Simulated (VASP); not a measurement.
A run of VASP 6.6.1 is set up as follows.

The input INCAR:

```
SYSTEM = RbBr
PREC = Accurate
ENCUT = 600
EDIFF = 1E-6
ISMEAR = -1
SIGMA = 0.05
LREAL = .False.
LASPH = .True.
NELM = 80
ALGO = Normal
ISIF = 3
LWAVE = .False.
LCHARG = .False.
GGA = PS
IBRION = 2
NSW = 80
EDIFFG = -0.005
PSTRESS = 20.0
```

KPOINTS

```
regular mesh
0
Gamma
  7 7 7
  0 0 0
```

Contents of POSCAR:

```
RbBr
1.0
    0.0000000000      3.4270000000      3.4270000000
    3.4270000000      0.0000000000      3.4270000000
    3.4270000000      3.4270000000      0.0000000000
Rb Br
1 1
Direct
    0.0000000000      0.0000000000      0.0000000000
    0.5000000000      0.5000000000      0.5000000000
```

Potentials or basis: VASP PAW PBE potentials, release 64 (Rb_sv, Br).

The run is started by

```console
$ cat potpaw_PBE.64/Rb_sv/POTCAR potpaw_PBE.64/Br/POTCAR > POTCAR
$ mpirun -np 1 vasp_std > vasp.out
```

(1) Estimate the relaxed volume.

(2) What does it give for the band gap on the k mesh?

Answers

(1) 36.04 Å³/atom.

(2) 4.48 eV, direct.

Caveat: the cell is relaxed towards a set pressure, so the enthalpy falls and the energy may rise; the PAW data sets were made with another functional, which shifts forces and pressure a little.
